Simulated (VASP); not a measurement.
# PbSe (zincblende type) (F-43m) in VASP: a series of runs, part 2 of 2

VASP 6.6.1. Earlier steps stand in the parts before.

### 3 Single point, PBE

INCAR

```
SYSTEM = PbSe
  PREC = Accurate
  ENCUT = 520
  EDIFF = 1E-6
  ISMEAR = -1
  SIGMA = 0.28
  LREAL = .False.
  LASPH = .True.
  NELM = 80
  ALGO = Normal
  ISIF = 2
  LWAVE = .False.
  LCHARG = .False.
  GGA = PE
  NBANDS = 17
```

KPOINTS

```
Automatic mesh
0
Gamma
  11 11 11
  0 0 0
```

POSCAR

```
PbSe
1.0
    0.0000000000      3.4503592439      3.4503592439
    3.4503592439      0.0000000000      3.4503592439
    3.4503592439      3.4503592439      0.0000000000
Pb Se
1 1
Direct
    0.0000000000      0.0000000000      0.0000000000
    0.2500000000      0.2500000000      0.2500000000
```

Potentials or basis: VASP PAW PBE potentials, release 64 (Pb_d, Se).

Command:

```
cat potpaw_PBE.64/Pb_d/POTCAR potpaw_PBE.64/Se/POTCAR > POTCAR
mpirun -np 1 vasp_std > vasp.out
```

Run time: 72 s. Hardware: 1 thread of AMD EPYC 7R43 (Zen 3), shared host; peak memory 0.21 GiB.

The run converged. Its results:

```yaml
Free_energy: -7.8688 eV
Pressure: -0.1 GPa
Band_gap_on_the_k_mesh: 0.77 eV, indirect (least direct gap 1.21 eV)
```

Levels at points of the mesh, in eV from the valence-band top:
```tsv
k point	band 6	band 7	band 8	band 9	band 10	band 11	band 12	band 13	band 14	band 15
(0.00, 0.00, 0.00)	-12.60	-6.36	-1.50	-1.50	-1.50	2.21	2.21	2.21	4.78	8.29
```

Caveat: spin-orbit coupling is left out, which moves the levels of the heavy elements. A k mesh can miss the band edges.

### 4 Single point, PBE

INCAR

```
SYSTEM = PbSe
PREC = Accurate ; ENCUT = 520
EDIFF = 1E-7 ; ISMEAR = 1
SIGMA = 0.109 ; LREAL = .FALSE.
LASPH = .TRUE. ; NELM = 100
ALGO = Normal ; ISIF = 2
LWAVE = .FALSE. ; LCHARG = .TRUE.
GGA = PE ; LELF = .TRUE.
LVHAR = .TRUE. ; NBANDS = 17
```

KPOINTS

```
Automatic mesh
0
G
  11 11 11
  0 0 0
```

POSCAR is that of step 3.

Command:

```
cat potpaw_PBE.64/Pb_d/POTCAR potpaw_PBE.64/Se/POTCAR > POTCAR
mpirun -np 1 vasp_std > vasp.out
```

It took 78 s on 1 thread of AMD EPYC 7R43 (Zen 3), shared host; peak memory 0.21 GiB.

The run converged. Its results:

* Free energy: -7.8389 eV
* Pressure: 0.0 GPa
* Band gap on the k mesh: 0.75 eV, indirect (least direct gap 1.19 eV)

Levels at points of the mesh, in eV from the valence-band top:
```csv
k point,band 7,band 8,band 9,band 10,band 11,band 12,band 13,band 14
"(0.00, 0.00, 0.00)",-6.38,-1.50,-1.50,-1.50,2.18,2.18,2.18,4.76
```

Caveat: spin-orbit coupling is left out, which moves the levels of the heavy elements. A k mesh can miss the band edges.

### 5 Single point, PBE

INCAR

```
ALGO = Normal
EDIFF = 1E-6
ENCUT = 520
GGA = PE
ISIF = 2
ISMEAR = 0
LASPH = T
LCHARG = T
LELF = T
LREAL = F
LVHAR = T
LWAVE = F
NBANDS = 17
NELM = 60
PREC = Accurate
SIGMA = 0.2
```

KPOINTS

```
k-points
0
Gamma
  11 11 11
```

POSCAR is that of step 4.

Command:

```
cat potpaw_PBE.64/Pb_d/POTCAR potpaw_PBE.64/Se/POTCAR > POTCAR
mpirun -np 1 vasp_std > vasp.out
```

Wall time 75 s (1 thread of AMD EPYC 7R43 (Zen 3), shared host); peak memory 0.21 GiB.

Results (log left out):

```
Free energy            : -7.8391 eV
Pressure               : 0.0 GPa
Band gap on the k mesh : 0.75 eV, indirect (least direct gap 1.19 eV)
```

Levels at points of the mesh, in eV from the valence-band top:
| k point | band 8 | band 9 | band 10 | band 11 | band 12 | band 13 |
| --- | --- | --- | --- | --- | --- | --- |
| (0.00, 0.00, 0.00) | -1.50 | -1.50 | -1.50 | 2.18 | 2.18 | 2.18 |

Caveat: spin-orbit coupling is left out, which moves the levels of the heavy elements. A k mesh can miss the band edges.

### 6 Single point, PBE

INCAR

```
SYSTEM = PbSe
  ALGO = Normal
  EDIFF = 1E-7
  ENCUT = 520
  GGA = PE
  ISIF = 2
  ISMEAR = -1
  LASPH = .True.
  LCHARG = .False.
  LREAL = .False.
  LWAVE = .False.
  NBANDS = 17
  NELM = 100
  PREC = Accurate
  SIGMA = 0.01
```

KPOINTS

```
k-points
0
Gamma
  11 11 11
  0 0 0
```

POSCAR is that of step 5.

Potentials or basis: VASP PAW PBE potentials, release 64 (Pb_d, Se).

Command:

```
cat potpaw_PBE.64/Pb_d/POTCAR potpaw_PBE.64/Se/POTCAR > POTCAR
mpirun -np 1 vasp_std > vasp.out
```

OUTCAR:

```text
SYSTEM = PbSe
   EDIFF = 1E-7
   ENCUT = 520
   GGA = PE
   ISIF = 2
   ISMEAR = -1
   LASPH = .True.
   LREAL = .False.
   NELM = 100
   PREC = Accurate

 ion  position               nearest neighbor table
   1  0.000  0.000  0.000-   2 2.99   2 2.99   2 2.99   2 2.99
   2  0.250  0.250  0.250-   1 2.99   1 2.99   1 2.99   1 2.99

  LATTYP: Found a face centered cubic cell.
 ALAT       =     6.9007184878

  Lattice vectors:

 A1 = (   0.0000000000,   3.4503592439,   3.4503592439)
 A2 = (   3.4503592439,   0.0000000000,   3.4503592439)
 A3 = (   3.4503592439,   3.4503592439,   0.0000000000)

[... 646 lines left out ...]
      5     -14.6174      2.00000
      6     -10.1635      2.00000
[... 9 lines left out ...]
     16       9.6073      0.00000
     17      11.8579      0.00000

 [... further k-points ...]
[... 5 lines left out ...]
  --------------------------------------------------------------------------------------
  -------------------------------------------------------------------------------------
  Total       -0.0131351     -0.0131351     -0.0131351      0.0000000      0.0000000      0.0000000
  in kB       -0.2561665     -0.2561665     -0.2561665      0.0000000      0.0000000      0.0000000
  external PRESSURE =      -0.2561665 kB  Pullay stress =       0.0000000 kB

 VOLUME and BASIS-vectors are now :
 -----------------------------------------------------------------------------
  energy-cutoff  :      520.00
  volume of cell :       82.15
      direct lattice vectors                 reciprocal lattice vectors
     0.000000000  3.450359244  3.450359244    -0.144912447  0.144912447  0.144912447
     3.450359244  0.000000000  3.450359244     0.144912447 -0.144912447  0.144912447
     3.450359244  3.450359244  0.000000000     0.144912447  0.144912447 -0.144912447

 POSITION                                       TOTAL-FORCE (eV/Angst)
 -----------------------------------------------------------------------------------
      0.00000      0.00000      0.00000        -0.000000     -0.000000     -0.000000
      1.72518      1.72518      1.72518         0.000000      0.000000      0.000000
 -----------------------------------------------------------------------------------
    total drift:                                0.000000      0.000000      0.000000

  FREE ENERGIE OF THE ION-ELECTRON SYSTEM (eV)
  ---------------------------------------------------
  free  energy   TOTEN  =        -7.8391265816 eV

  energy  without entropy=       -7.8391265816  energy(sigma->0) =       -7.83912658
```

OSZICAR:

```text
N       E                     dE             d eps       ncg     rms          rms(c)
DAV:   1     0.161883230618E+03    0.16188E+03   -0.90371E+03  1904   0.109E+03
DAV:   2     0.567425303855E+01   -0.15621E+03   -0.15104E+03  1996   0.286E+02
DAV:   3    -0.793360189896E+01   -0.13608E+02   -0.13513E+02  2492   0.931E+01
DAV:   4    -0.829517440804E+01   -0.36157E+00   -0.36137E+00  2301   0.190E+01
DAV:   5    -0.830804575132E+01   -0.12871E-01   -0.12871E-01  2554   0.332E+00    0.302E+00
DAV:   6    -0.783745226326E+01    0.47059E+00   -0.12787E+00  2884   0.649E+00    0.167E+00
DAV:   7    -0.783266257185E+01    0.47897E-02   -0.15909E-01  2023   0.171E+00    0.893E-01
DAV:   8    -0.783843456300E+01   -0.57720E-02   -0.18251E-02  2087   0.143E+00    0.140E-01
DAV:   9    -0.783856552740E+01   -0.13096E-03   -0.56360E-03  2478   0.576E-01    0.104E-01
DAV:  10    -0.783899868806E+01   -0.43316E-03   -0.67121E-04  1943   0.181E-01    0.351E-02
DAV:  11    -0.783910822306E+01   -0.10953E-03   -0.21247E-04  2200   0.109E-01    0.166E-02
DAV:  12    -0.783912440696E+01   -0.16184E-04   -0.38623E-05  2144   0.553E-02    0.482E-03
DAV:  13    -0.783912614128E+01   -0.17343E-05   -0.20579E-06  2172   0.124E-02    0.288E-03
DAV:  14    -0.783912658618E+01   -0.44489E-06   -0.11325E-06  2067   0.754E-03    0.286E-04
DAV:  15    -0.783912658162E+01    0.45563E-08   -0.57943E-08  1956   0.154E-03
   1 F= -.78391266E+01 E0= -.78391266E+01  d E =-.181495E-12
```

Wall time 79 s (1 thread of AMD EPYC 7R43 (Zen 3), shared host); peak memory 0.21 GiB.

What came out:

* Free energy: -7.8391 eV
* Pressure: 0.0 GPa
* Band gap on the k mesh: 0.75 eV, indirect (least direct gap 1.19 eV)

Caveat: spin-orbit coupling is left out, which moves the levels of the heavy elements. A k mesh can miss the band edges.

### 7 Summary

| smearing | gap on the mesh (eV) | pressure (GPa) |
| --- | --- | --- |
| fermi-dirac 0.08 eV | 0.75 | 0.0 |
| fermi-dirac 0.28 eV | 0.77 | -0.1 |
| methfessel-paxton 0.109 eV | 0.75 | 0.0 |
| gaussian 0.2 eV | 0.75 | 0.0 |
| fermi-dirac 0.01 eV | 0.75 | 0.0 |

Alike in all rows: task single point; level PBE; potentials or basis VASP PAW PBE potentials, release 64 (Pb_d, Se); no spin polarisation; cell a = 4.880 Å, angles 60.0°, 2 atoms; k mesh 11 × 11 × 11; cutoff (eV) 520.

On the cell as given the gap runs from 0.75 eV (PBE) to 0.77 eV (PBE).

Caveats: spin-orbit coupling is left out, which moves the levels of the heavy elements.

Total energies depend on the potentials used, so only differences within one code and one set of settings carry meaning.
